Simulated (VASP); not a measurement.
# NaHf2 (P6/mmm) in VASP: a series of runs

The runs below take NaHf2 through single point, relaxation of cell and atoms, with PBE.

Program: VASP 6.6.1. These are calculated values, not measurements. Logs are shortened: lines on timing, memory, paths and dates and some standing lists are left out, and cuts for length are marked.

## (1) The cell of the first run

The structure is hexagonal, space group P6/mmm (No. 191). Conventional cell: a = 5.383 Å, b = 5.383 Å, c = 2.873 Å, α = 90.00°, β = 90.00°, γ = 120.00°. Within 3.8 Å of Na (site symmetry 6/mmm) lie 2 Na at 2.87 Å and 12 Hf at 3.42 Å. Within 3.8 Å of Hf (site symmetry -6m2) lie 5 Hf at 2.87 to 3.11 Å and 6 Na at 3.42 Å.

## (2) Single point, PBE

INCAR reads:

```
PREC     = Accurate       # precision mode
ENCUT    = 520            # plane-wave cutoff, eV
EDIFF    = 1E-6           # SCF threshold, eV
ISMEAR   = 0              # smearing method
SIGMA    = 0.1            # smearing width, eV
LREAL    = False          # projectors in reciprocal space
LASPH    = True           # aspherical terms in the spheres
NELM     = 100            # most SCF steps
ALGO     = Fast           # electronic algorithm
ISIF     = 2              # what is computed and relaxed
LWAVE    = False          # write WAVECAR
LCHARG   = False          # write CHGCAR
GGA      = PE             # functional
NBANDS   = 20             # bands
```

KPOINTS reads:

```
regular mesh
0
Gamma
  12 12 16
```

POSCAR reads:

```
NaHf2
1.0
    5.3829618695      0.0000000000      0.0000000000
   -2.6914809347      4.6617817266      0.0000000000
    0.0000000000      0.0000000000      2.8726505057
Na Hf
1 2
Direct
    0.0000000000      0.0000000000      0.0000000000
    0.3333333333      0.6666666667      0.5000000000
    0.6666666667      0.3333333333      0.5000000000
```

Potentials or basis: VASP PAW PBE potentials, release 64 (Na_pv, Hf_pv).

On the command line:

```console
> cat potpaw_PBE.64/Na_pv/POTCAR potpaw_PBE.64/Hf_pv/POTCAR > POTCAR
> mpirun -np 1 vasp_std > vasp.out
```

OUTCAR:

```text
PREC = Accurate
   ENCUT = 520
   EDIFF = 1E-6
   ISMEAR = 0
   LREAL = False
   LASPH = True
   NELM = 100
   ISIF = 2
   GGA = PE

 ion  position               nearest neighbor table
   1  0.000  0.000  0.000-
   2  0.333  0.667  0.500-   3 3.11   3 3.11   3 3.11
   3  0.667  0.333  0.500-   2 3.11   2 3.11   2 3.11

  LATTYP: Found a hexagonal cell.
 ALAT       =     5.3829618695
 C/A-ratio  =     0.5336561126

  Lattice vectors:

 A1 = (   5.3829618695,   0.0000000000,   0.0000000000)
 A2 = (  -2.6914809347,   4.6617817266,   0.0000000000)
 A3 = (   0.0000000000,   0.0000000000,   2.8726505057)

Analysis of symmetry for initial positions (statically):
=====================================================================
 Subroutine PRICEL returns:
 Original cell was already a primitive cell.

 Routine SETGRP: Setting up the symmetry group for a
 hexagonal supercell.

 Subroutine GETGRP returns: Found 24 space group operations
 (whereof 24 operations were pure point group operations)
 out of a pool of 24 trial point group operations.

The static configuration has the point symmetry D_6h.

Analysis of symmetry for dynamics (positions and initial velocities):
=====================================================================
 Subroutine PRICEL returns:
 Original cell was already a primitive cell.

 Routine SETGRP: Setting up the symmetry group for a
 hexagonal supercell.

 Subroutine GETGRP returns: Found 24 space group operations
 (whereof 24 operations were pure point group operations)
 out of a pool of 24 trial point group operations.

The dynamic configuration has the point symmetry D_6h.

 Subroutine INISYM returns: Found 24 space group operations
 (whereof 24 operations are pure point group operations),
 and found     1 'primitive' translations

----------------------------------------------------------------------------------------

                                     Primitive cell

  volume of cell :      72.0868

  direct lattice vectors                    reciprocal lattice vectors
     5.382961869  0.000000000  0.000000000     0.185771333  0.107255129  0.000000000
    -2.691480935  4.661781727  0.000000000     0.000000000  0.214510258  0.000000000
     0.000000000  0.000000000  2.872650506     0.000000000  0.000000000  0.348110568

  length of vectors
     5.382961869  5.382961869  2.872650506     0.214510258  0.214510258  0.348110568

[... 81 lines left out ...]
   NELM   =    100;   NELMIN=  2; NELMDL= -5     # of ELM steps
   EDIFF  = 0.1E-05   stopping-criterion for ELM
   LREAL  =      F    real-space projection
   EDIFFG = 0.1E-04   stopping-criterion for IOM
   NSW    =      0    number of steps for IOM
   IBRION =     -1    ionic relax: 0-MD 1-quasi-New 2-CG
   NFREE  =      0    steps in history (QN), initial steepest desc. (CG)
   ISIF   =      2    stress and relaxation
   ISYM   =      2    0-nonsym 1-usesym 2-fastsym
   POTIM  = 0.5000    time-step for ionic-motion
   TEBEG  =    0.0;   TEEND  =   0.0 temperature during run
   PSTRESS=    0.0 pullay stress
   NELECT =      27.0000    total number of electrons
   NUPDOWN=      -1.0000    fix difference up-down
   EMIN   =  10.00;   EMAX   =-10.00  energy-range for DOS
   EFERMI =   0.00;   METHOD = LEGACY
   ISMEAR =     0;   SIGMA  =   0.10  broadening in eV -4-tet -1-fermi 0-gaus
   EFERMI_NEDOS =   21; number of points for ismear=-14 and -15
   IALGO  =     68    algorithm
   IMIX   =      4    mixing-type and parameters
     AMIX     =   0.40;   BMIX     =  1.00
     AMIX_MAG =   1.60;   BMIX_MAG =  1.00
  volume/ion in A,a.u.               =      24.03       162.16
  Fermi-wavevector in a.u.,A,eV,Ry     =   1.180078  2.230024 18.947259  1.392584
  Thomas-Fermi vector in A             =   2.316377
   LORBIT       =      0    0 simple, 1 ext, 2 COOP (PROOUT), +10 PAW based schemes
   GGA     = PE    functional components
   LHFCALC =     F    Hartree Fock is set to
   AEXX    =    0.0000 exact exchange contribution
   IVDW    =     0    specifies the selected vdW correction
   LEPSILON=     F    determine dielectric tensor
   LRPA    =     F    only Hartree local field effects (RPA)
 non-spin polarized calculation
 RMM-DIIS sequential band-by-band and
 Gauss-broadening in eV      SIGMA  =   0.10
  energy-cutoff  :      520.00
  volume of cell :       72.09
 maximum number of plane-waves:      1963
   NGX = 21   NGY = 21   NGZ = 11

 number of electron      26.9999995 magnetization

 Free energy of the ion-electron system (eV)
  ---------------------------------------------------
  ext. energy  EPLUGINS =         0.00000000
  ---------------------------------------------------
  free energy    TOTEN  =       -18.72780026 eV

  energy without entropy =      -18.70643989  energy(sigma->0) =      -18.71712007

 E-fermi :   3.1139     XC(G=0):  -9.9399

 val. band max:        3.1071055474   @ k =   0.0000   0.0000   0.2500
 cond. band min:       3.1162197001   @ k =   0.3333   0.3333   0.5000
 fundamental gap:      0.0091141527
 Fermi energy:         3.1138999816

 k-point     1 :       0.0000    0.0000    0.0000
  band No.  band energies     occupation
      1     -27.6694      2.00000
      2     -27.6694      2.00000
      3     -27.3329      2.00000
      4     -27.3329      2.00000
      5     -26.9704      2.00000
      6     -26.9113      2.00000
[... 541 lines left out ...]
     19       7.3269      0.00000
     20       7.4718      0.00000

 [... further k-points ...]

------------------------ aborting loop because EDIFF is reached ----------------------------------------

  FORCE on cell =-STRESS in cart. coord.  units (eV):
  Direction    XX          YY          ZZ          XY          YZ          ZX
  --------------------------------------------------------------------------------------
  -------------------------------------------------------------------------------------
  Total       -0.0369868     -0.0369868     -0.0688334     -0.0000000     -0.0000000      0.0000000
  in kB       -0.8220552     -0.8220552     -1.5298671     -0.0000000     -0.0000000      0.0000000
  external PRESSURE =      -1.0579925 kB  Pullay stress =       0.0000000 kB

 VOLUME and BASIS-vectors are now :
 -----------------------------------------------------------------------------
  energy-cutoff  :      520.00
  volume of cell :       72.09
      direct lattice vectors                 reciprocal lattice vectors
     5.382961869  0.000000000  0.000000000     0.185771333  0.107255129  0.000000000
    -2.691480935  4.661781727  0.000000000     0.000000000  0.214510258  0.000000000
     0.000000000  0.000000000  2.872650506     0.000000000  0.000000000  0.348110568

 POSITION                                       TOTAL-FORCE (eV/Angst)
 -----------------------------------------------------------------------------------
      0.00000      0.00000      0.00000         0.000000     -0.000000      0.000000
     -0.00000      3.10785      1.43633        -0.000000      0.000000      0.000000
      2.69148      1.55393      1.43633         0.000000     -0.000000      0.000000
 -----------------------------------------------------------------------------------
    total drift:                                0.000000     -0.000000      0.000000

  FREE ENERGIE OF THE ION-ELECTRON SYSTEM (eV)
  ---------------------------------------------------
  free  energy   TOTEN  =       -18.7278002584 eV

  energy  without entropy=      -18.7064398904  energy(sigma->0) =      -18.71712007
```

stdout:

```text
POSCAR found type information on POSCAR NaHf
 POSCAR found :  2 types and       3 ions
 scaLAPACK will be used
 LDA part: xc-table for (Slater+PW92), standard interpolation
 POSCAR, INCAR and KPOINTS ok, starting setup
 FFT: planning ... GRIDC
 FFT: planning ... GRID_SOFT
 FFT: planning ... GRID
 WAVECAR not read
 entering main loop
```

Wall time 3.5 min (1 thread of Intel Xeon Platinum 8488C (Sapphire Rapids), shared host); peak memory 0.35 GiB.

Results:

- Free energy: -18.7278 eV
- Pressure: -0.1 GPa
- Band gap on the k mesh: zero (an odd number of electrons rules out a gap without spin polarisation)

Levels at points of the mesh, in eV from the Fermi level:
| k point | band 11 | band 12 | band 13 | band 14 | band 15 | band 16 |
| --- | --- | --- | --- | --- | --- | --- |
| (0.00, 0.00, 0.00) | -1.48 | -1.25 | -0.56 | -0.56 | 0.09 | 0.09 |
| (0.50, 0.00, 0.00) | -3.37 | -1.98 | -0.64 | -0.35 | -0.33 | 0.58 |
| (0.00, 0.00, 0.50) | -1.39 | -1.39 | 0.27 | 0.85 | 0.85 | 1.49 |
| (0.50, 0.00, 0.50) | -1.74 | -0.66 | -0.39 | 0.21 | 1.00 | 1.03 |

Caveat: spin-orbit coupling is left out, which moves the levels of the heavy elements.

## (3) Relaxation of cell and atoms, PBE

This run uses another cell than the first one, of 24.14 Å³/atom.

INCAR reads:

```
SYSTEM = NaHf2
PREC     = Accurate       ! precision mode
ENCUT    = 600            ! plane-wave cutoff, eV
EDIFF    = 1E-6           ! SCF threshold, eV
ISMEAR   = 0              ! smearing method
SIGMA    = 0.1            ! smearing width, eV
LREAL    = .False.        ! projectors in reciprocal space
LASPH    = .True.         ! aspherical terms in the spheres
NELM     = 60             ! most SCF steps
ALGO     = Fast           ! electronic algorithm
ISIF     = 3              ! what is computed and relaxed
LWAVE    = .False.        ! write WAVECAR
LCHARG   = .False.        ! write CHGCAR
GGA      = PE             ! functional
IBRION   = 2              ! ionic algorithm
NSW      = 100            ! ionic steps
EDIFFG   = -0.01          ! ionic threshold
```

KPOINTS reads:

```
Automatic mesh
0
Gamma
  12 12 16
  0 0 0
```

POSCAR reads:

```
NaHf2
1.0
    5.3644943799      0.0000000000      0.0000000000
   -2.6822471899      4.6457884114      0.0000000000
    0.0000000000      0.0000000000      2.9055772108
Na Hf
1 2
Direct
    0.0000000000      0.0000000000      0.0000000000
    0.3333333333      0.6666666667      0.5000000000
    0.6666666667      0.3333333333      0.5000000000
```

Potentials or basis: VASP PAW PBE potentials, release 64 (Na_pv, Hf_pv).

On the command line:

```console
> cat potpaw_PBE.64/Na_pv/POTCAR potpaw_PBE.64/Hf_pv/POTCAR > POTCAR
> mpirun -np 1 vasp_std > vasp.out
```

Wall time 10 min (1 thread of Intel Xeon Platinum 8488C (Sapphire Rapids), shared host); peak memory 0.43 GiB.

The run converged. Its results:

```
Free energy                           : -18.7282 eV
Relaxed volume                        : 23.95 Å³/atom
Relaxed cell                          : a = 5.377 Å, b = 5.377 Å, c = 2.869 Å, α = 90.00°, β = 90.00°, γ = 120.00°
Space group after relaxing (to 0.1 Å) : P6/mmm (No. 191)
Energy gained by relaxing             : 1.3 meV/atom
Ionic steps                           : 5
Pressure after relaxing               : 0.0 GPa
Band gap on the k mesh                : zero (an odd number of electrons rules out a gap without spin polarisation)
```

Step by step:
```tsv
step	energy change (eV)	largest force (eV/Å)	pressure (GPa)	volume (Å³)
1	0.0000	0.0000	-0.56	72.41
2	-0.0032	0.0000	0.20	71.52
3	-0.0032	0.0000	0.20	71.53
4	-0.0037	0.0000	0.10	71.73
5	-0.0038	0.0000	0.03	71.84
```

Final structure:
```
CELL_PARAMETERS angstrom
5.37711 0.00000 0.00000
-2.68855 4.65671 0.00000
0.00000 0.00000 2.86919
ATOMIC_POSITIONS crystal
Na 0.00000 0.00000 0.00000
Hf 0.33333 0.66667 0.50000
Hf 0.66667 0.33333 0.50000
```

Levels at points of the mesh, in eV from the Fermi level:
| k point | band 11 | band 12 | band 13 | band 14 | band 15 | band 16 |
| --- | --- | --- | --- | --- | --- | --- |
| (0.00, 0.00, 0.00) | -1.48 | -1.26 | -0.56 | -0.56 | 0.09 | 0.09 |
| (0.50, 0.00, 0.00) | -3.37 | -1.99 | -0.65 | -0.35 | -0.34 | 0.58 |
| (0.00, 0.00, 0.50) | -1.40 | -1.40 | 0.28 | 0.84 | 0.84 | 1.49 |
| (0.50, 0.00, 0.50) | -1.75 | -0.66 | -0.39 | 0.21 | 1.00 | 1.04 |

Caveat: spin-orbit coupling is left out, which moves the levels of the heavy elements.
